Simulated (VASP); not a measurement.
# GaN (F-43m) in VASP: further runs

The runs below take GaN through single point, relaxation of cell and atoms, with r2SCAN.

All numbers are computed with VASP 6.6.1; they aren't measurements. Logs are shortened: lines on timing, memory, paths and dates and some standing lists are left out, and cuts for length are marked.

## 1. The cell of the first run

The structure is cubic, space group F-43m (No. 216). Conventional cell: a = 4.498 Å, b = 4.498 Å, c = 4.498 Å, α = 90.00°, β = 90.00°, γ = 90.00°. Ga (site symmetry -43m) has 4 N at 1.95 Å within 2.6 Å. Within 2.6 Å of N (site symmetry -43m) lie 4 Ga at 1.95 Å.

## 2. Single point, r2SCAN

Contents of POSCAR:

```
GaN
1.0
    0.0000000000      2.2489302288      2.2489302288
    2.2489302288      0.0000000000      2.2489302288
    2.2489302288      2.2489302288      0.0000000000
Ga N
1 1
Direct
    0.0000000000      0.0000000000      0.0000000000
    0.7500000000      0.7500000000      0.7500000000
```

Contents of INCAR.step1:

```
SYSTEM = GaN
ALGO     = Normal         ! electronic algorithm
EDIFF    = 1E-4           ! SCF threshold, eV
ENCUT    = 520            ! plane-wave cutoff, eV
GGA      = PE             ! functional
ISMEAR   = 0              ! smearing method
LASPH    = .TRUE.         ! aspherical terms in the spheres
LCHARG   = .FALSE.        ! write CHGCAR
LREAL    = .FALSE.        ! projectors in reciprocal space
LWAVE    = .TRUE.         ! write WAVECAR
NBANDS   = 16             ! bands
NELM     = 100            ! most SCF steps
PREC     = Accurate       ! precision mode
SIGMA    = 0.02           ! smearing width, eV
```

Contents of INCAR.step2:

```
SYSTEM = GaN
ALGO     = Normal         ! electronic algorithm
EDIFF    = 1E-6           ! SCF threshold, eV
ENCUT    = 520            ! plane-wave cutoff, eV
ISIF     = 2              ! what is computed and relaxed
ISMEAR   = 0              ! smearing method
ISTART   = 1            
LASPH    = .TRUE.         ! aspherical terms in the spheres
LCHARG   = .FALSE.        ! write CHGCAR
LMIXTAU  = .TRUE.       
LREAL    = .FALSE.        ! projectors in reciprocal space
LWAVE    = .FALSE.        ! write WAVECAR
METAGGA  = R2SCAN         ! meta-GGA
NBANDS   = 16             ! bands
NELM     = 100            ! most SCF steps
PREC     = Accurate       ! precision mode
SIGMA    = 0.02           ! smearing width, eV
```

Contents of KPOINTS:

```
k-points
0
G
  10 10 10
  0 0 0
```

Potentials or basis: VASP PAW PBE potentials, release 64 (Ga_d, N).

Command:

```sh
$ cat potpaw_PBE.64/Ga_d/POTCAR potpaw_PBE.64/N/POTCAR > POTCAR
$ cp INCAR.step1 INCAR
$ mpirun -np 1 vasp_std > vasp.out
$ cp INCAR.step2 INCAR
$ mpirun -np 1 vasp_std > vasp.out
```

OUTCAR:

```text
SYSTEM = GaN
   EDIFF = 1E-6
   ENCUT = 520
   ISIF = 2
   ISMEAR = 0
   ISTART = 1
   LASPH = .TRUE.
   LREAL = .FALSE.
   METAGGA = R2SCAN
   NELM = 100
   PREC = Accurate

 ion  position               nearest neighbor table
   1  0.000  0.000  0.000-   2 1.95   2 1.95   2 1.95   2 1.95
   2  0.750  0.750  0.750-   1 1.95   1 1.95   1 1.95   1 1.95

  LATTYP: Found a face centered cubic cell.
 ALAT       =     4.4978604576

  Lattice vectors:

 A1 = (   0.0000000000,   2.2489302288,   2.2489302288)
 A2 = (   2.2489302288,   0.0000000000,   2.2489302288)
 A3 = (   2.2489302288,   2.2489302288,   0.0000000000)

Analysis of symmetry for initial positions (statically):
=====================================================================
 Subroutine PRICEL returns:
 Original cell was already a primitive cell.

 Routine SETGRP: Setting up the symmetry group for a
 face centered cubic supercell.

 Subroutine GETGRP returns: Found 24 space group operations
 (whereof 24 operations were pure point group operations)
 out of a pool of 48 trial point group operations.

The static configuration has the point symmetry T_d .

Analysis of symmetry for dynamics (positions and initial velocities):
=====================================================================
 Subroutine PRICEL returns:
 Original cell was already a primitive cell.

 Routine SETGRP: Setting up the symmetry group for a
 face centered cubic supercell.

 Subroutine GETGRP returns: Found 24 space group operations
 (whereof 24 operations were pure point group operations)
 out of a pool of 48 trial point group operations.

The dynamic configuration has the point symmetry T_d .

 Subroutine INISYM returns: Found 24 space group operations
 (whereof 24 operations are pure point group operations),
 and found     1 'primitive' translations

----------------------------------------------------------------------------------------

                                     Primitive cell

  volume of cell :      22.7488

  direct lattice vectors                    reciprocal lattice vectors
     0.000000000  2.248930229  2.248930229    -0.222327929  0.222327929  0.222327929
     2.248930229  0.000000000  2.248930229     0.222327929 -0.222327929  0.222327929
     2.248930229  2.248930229  0.000000000     0.222327929  0.222327929 -0.222327929

  length of vectors
     3.180467630  3.180467630  3.180467630     0.385083269  0.385083269  0.385083269

  position of ions in fractional coordinates (direct lattice)
     0.000000000  0.000000000  0.000000000
     0.750000000  0.750000000  0.750000000

  ion indices of the primitive-cell ions
   primitive index   ion index
                 1           1
                 2           2

----------------------------------------------------------------------------------------

 KPOINTS: k-points

Automatic generation of k-mesh.
 Grid dimensions read from file:
 generate k-points for:   10   10   10

 Generating k-lattice:

  Cartesian coordinates                     Fractional coordinates (reciprocal lattice)
    -0.022232793  0.022232793  0.022232793     0.100000000  0.000000000  0.000000000
     0.022232793 -0.022232793  0.022232793     0.000000000  0.100000000  0.000000000
     0.022232793  0.022232793 -0.022232793     0.000000000  0.000000000  0.100000000

  Length of vectors
     0.038508327  0.038508327  0.038508327

  Shift w.r.t. Gamma in fractional coordinates (k-lattice)
     0.000000000  0.000000000  0.000000000

 Subroutine IBZKPT returns following result:
 ===========================================

 Found     47 irreducible k-points:

 Following reciprocal coordinates:
            Coordinates               Weight
  0.000000  0.000000  0.000000      1.000000
  0.100000  0.000000  0.000000      8.000000
  0.200000  0.000000  0.000000      8.000000
  0.300000  0.000000  0.000000      8.000000
  0.400000  0.000000  0.000000      8.000000
  0.500000  0.000000  0.000000      4.000000
[... 16 lines left out ...]
  0.300000  0.300000  0.000000      6.000000
  0.400000  0.300000  0.000000     24.000000
 [... further k-points ...]
   k-points           NKPTS =     47   k-points in BZ     NKDIM =     47   number of bands    NBANDS=     16
   number of dos      NEDOS =    301   number of ions     NIONS =      2
   total plane-waves  NPLWV =  13824
   dimension x,y,z NGX =    24 NGY =   24 NGZ =   24
   dimension x,y,z NGXF=    48 NGYF=   48 NGZF=   48
   ions per type =               1   1
   NGX,Y,Z   is equivalent  to a cutoff of  12.55, 12.55, 12.55 a.u.
   NGXF,Y,Z  is equivalent  to a cutoff of  25.09, 25.09, 25.09 a.u.
 SYSTEM =  GaN
   PREC   = accura    normal or accurate (medium, high low for compatibility)
   ISTART =      1    job   : 0-new  1-cont  2-samecut
   ICHARG =      0    charge: 1-file 2-atom 10-const
   ISPIN  =      1    spin polarized calculation?
   LNONCOLLINEAR =      F non collinear calculations
   LSORBIT =      F    spin-orbit coupling
   LASPH  =      T    aspherical Exc in radial PAW
   ENCUT  =  520.0 eV  38.22 Ry    6.18 a.u.   5.91  5.91  5.91*2*pi/ulx,y,z
   NELM   =    100;   NELMIN=  2; NELMDL=  0     # of ELM steps
   EDIFF  = 0.1E-05   stopping-criterion for ELM
   LREAL  =      F    real-space projection
   EDIFFG = 0.1E-04   stopping-criterion for IOM
   NSW    =      0    number of steps for IOM
   IBRION =     -1    ionic relax: 0-MD 1-quasi-New 2-CG
   NFREE  =      0    steps in history (QN), initial steepest desc. (CG)
   ISIF   =      2    stress and relaxation
   ISYM   =      2    0-nonsym 1-usesym 2-fastsym
   POTIM  = 0.5000    time-step for ionic-motion
   TEBEG  =    0.0;   TEEND  =   0.0 temperature during run
   PSTRESS=    0.0 pullay stress
   NELECT =      18.0000    total number of electrons
   NUPDOWN=      -1.0000    fix difference up-down
   EMIN   =  10.00;   EMAX   =-10.00  energy-range for DOS
   EFERMI =   0.00;   METHOD = LEGACY
   ISMEAR =     0;   SIGMA  =   0.02  broadening in eV -4-tet -1-fermi 0-gaus
   EFERMI_NEDOS =   21; number of points for ismear=-14 and -15
   IALGO  =     38    algorithm
   IMIX   =      4    mixing-type and parameters
     AMIX     =   0.40;   BMIX     =  1.00
     AMIX_MAG =   1.60;   BMIX_MAG =  1.00
  volume/ion in A,a.u.               =      11.37        76.76
  Fermi-wavevector in a.u.,A,eV,Ry     =   1.514188  2.861400 31.194949  2.292764
  Thomas-Fermi vector in A             =   2.623879
   LORBIT       =      0    0 simple, 1 ext, 2 COOP (PROOUT), +10 PAW based schemes
   METAGGA = R2SCAN    functional components
   LHFCALC =     F    Hartree Fock is set to
   AEXX    =    0.0000 exact exchange contribution
   IVDW    =     0    specifies the selected vdW correction
   LEPSILON=     F    determine dielectric tensor
   LRPA    =     F    only Hartree local field effects (RPA)
 non-spin polarized calculation
 Gauss-broadening in eV      SIGMA  =   0.02
  energy-cutoff  :      520.00
  volume of cell :       22.75
 maximum number of plane-waves:       622
   NGX = 11   NGY = 11   NGZ = 11

 number of electron      18.0000009 magnetization

 Free energy of the ion-electron system (eV)
  ---------------------------------------------------
  ext. energy  EPLUGINS =         0.00000000
  ---------------------------------------------------
  free energy    TOTEN  =       -21.89635073 eV

  energy without entropy =      -21.89635073  energy(sigma->0) =      -21.89635073

 E-fermi :   5.2506     XC(G=0): -12.6708

 val. band max:        5.0828329292   @ k =   0.0000   0.0000   0.0000
 cond. band min:       7.2427124486   @ k =   0.0000   0.0000   0.0000
 fundamental gap:      2.1598795194
 Fermi energy:         5.2505849326

 k-point     1 :       0.0000    0.0000    0.0000
  band No.  band energies     occupation
      1     -11.7004      2.00000
      2      -8.7524      2.00000
      3      -8.7524      2.00000
      4      -8.7524      2.00000
      5      -8.3952      2.00000
      6      -8.3952      2.00000
[... 8 lines left out ...]
     15      24.8576      0.00000
     16      24.8576      0.00000

 k-point     2 :       0.1000    0.0000    0.0000
  band No.  band energies     occupation
      1     -11.5885      2.00000
      2      -8.7379      2.00000
      3      -8.7379      2.00000
      4      -8.7123      2.00000
      5      -8.3964      2.00000
      6      -8.3964      2.00000
[... 8 lines left out ...]
     15      23.4355      0.00000
     16      23.5484      0.00000

 k-point     3 :       0.2000    0.0000    0.0000
  band No.  band energies     occupation
      1     -11.3016      2.00000
      2      -8.7040      2.00000
      3      -8.7040      2.00000
      4      -8.5512      2.00000
      5      -8.3952      2.00000
      6      -8.3952      2.00000
[... 8 lines left out ...]
     15      22.6453      0.00000
     16      22.6453      0.00000

 k-point     4 :       0.3000    0.0000    0.0000
  band No.  band energies     occupation
      1     -10.9796      2.00000
      2      -8.6724      2.00000
      3      -8.6724      2.00000
      4      -8.3821      2.00000
      5      -8.3820      2.00000
      6      -8.1744      2.00000
[... 8 lines left out ...]
     15      23.2041      0.00000
     16      23.2041      0.00000

 k-point     5 :       0.4000    0.0000    0.0000
  band No.  band energies     occupation
      1     -10.7671      2.00000
      2      -8.6572      2.00000
      3      -8.6572      2.00000
      4      -8.3602      2.00000
      5      -8.3602      2.00000
      6      -7.6034      2.00000
[... 8 lines left out ...]
     15      24.7504      0.00000
     16      24.7505      0.00000

 k-point     6 :       0.5000    0.0000    0.0000
  band No.  band energies     occupation
      1     -10.7003      2.00000
      2      -8.6538      2.00000
      3      -8.6538      2.00000
      4      -8.3491      2.00000
      5      -8.3491      2.00000
      6      -7.2670      2.00000
[... 8 lines left out ...]
     15      25.8895      0.00000
     16      25.8896      0.00000
[... 267 lines left out ...]
 k-point    21 :      -0.3000    0.2000    0.0000
  band No.  band energies     occupation
      1     -10.6920      2.00000
      2      -8.6412      2.00000
      3      -8.6013      2.00000
      4      -8.4022      2.00000
      5      -8.4001      2.00000
      6      -7.4796      2.00000
[... 8 lines left out ...]
     15      23.4375      0.00000
     16      26.7375      0.00000

 k-point    22 :      -0.2000    0.2000    0.0000
  band No.  band energies     occupation
      1     -10.8799      2.00000
      2      -8.6517      2.00000
      3      -8.6417      2.00000
      4      -8.4174      2.00000
      5      -8.4118      2.00000
      6      -8.0040      2.00000
[... 8 lines left out ...]
     15      23.4744      0.00000
     16      26.7189      0.00000

 k-point    23 :       0.3000    0.3000    0.0000
  band No.  band energies     occupation
      1     -10.7823      2.00000
      2      -8.5780      2.00000
      3      -8.5507      2.00000
      4      -8.5507      2.00000
      5      -8.3424      2.00000
      6      -7.9976      2.00000
[... 8 lines left out ...]
     15      27.9627      0.00000
     16      28.6992      0.00000

 k-point    24 :       0.4000    0.3000    0.0000
  band No.  band energies     occupation
      1     -10.6364      2.00000
      2      -8.5973      2.00000
      3      -8.5129      2.00000
      4      -8.5097      2.00000
      5      -8.3324      2.00000
      6      -7.5766      2.00000
[... 8 lines left out ...]
     15      28.4587      0.00000
     16      28.5429      0.00000

 [... further k-points ...]
[... 5 lines left out ...]
  --------------------------------------------------------------------------------------
  -------------------------------------------------------------------------------------
  Total        0.1519497      0.1519497      0.1519497     -0.0000000      0.0000000     -0.0000000
  in kB       10.7016952     10.7016952     10.7016952     -0.0000000      0.0000000     -0.0000000
  external PRESSURE =      10.7016952 kB  Pullay stress =       0.0000000 kB

 VOLUME and BASIS-vectors are now :
 -----------------------------------------------------------------------------
  energy-cutoff  :      520.00
  volume of cell :       22.75
      direct lattice vectors                 reciprocal lattice vectors
     0.000000000  2.248930229  2.248930229    -0.222327929  0.222327929  0.222327929
     2.248930229  0.000000000  2.248930229     0.222327929 -0.222327929  0.222327929
     2.248930229  2.248930229  0.000000000     0.222327929  0.222327929 -0.222327929

 POSITION                                       TOTAL-FORCE (eV/Angst)
 -----------------------------------------------------------------------------------
      0.00000      0.00000      0.00000         0.000000      0.000000      0.000000
      3.37340      3.37340      3.37340        -0.000000     -0.000000     -0.000000
 -----------------------------------------------------------------------------------
    total drift:                               -0.000008     -0.000008     -0.000008

  FREE ENERGIE OF THE ION-ELECTRON SYSTEM (eV)
  ---------------------------------------------------
  free  energy   TOTEN  =       -21.8963507288 eV

  energy  without entropy=      -21.8963507288  energy(sigma->0) =      -21.89635073
```

Run time: 37 s. Hardware: 1 thread of Intel Xeon Platinum 8375C at 2.90GHz (Ice Lake), shared host; peak memory 0.15 GiB.

What came out:

```
Free energy            : -21.8964 eV
Pressure               : 1.1 GPa
Band gap on the k mesh : 2.16 eV, direct
```

Levels at points of the mesh, in eV from the valence-band top:
```
           k point  band 7  band 8  band 9  band 10  band 11  band 12
(0.00, 0.00, 0.00)    0.00    0.00    0.00     2.16    11.04    11.04
(0.50, 0.00, 0.00)   -7.20   -1.00   -1.00     5.21     9.47    11.03
(0.50, 0.50, 0.00)   -6.24   -2.80   -2.80     3.77     7.28    12.63
```

Caveat: the PAW data sets were made with another functional, which shifts forces and pressure a little.

(Part 1 of 2 ends here.)
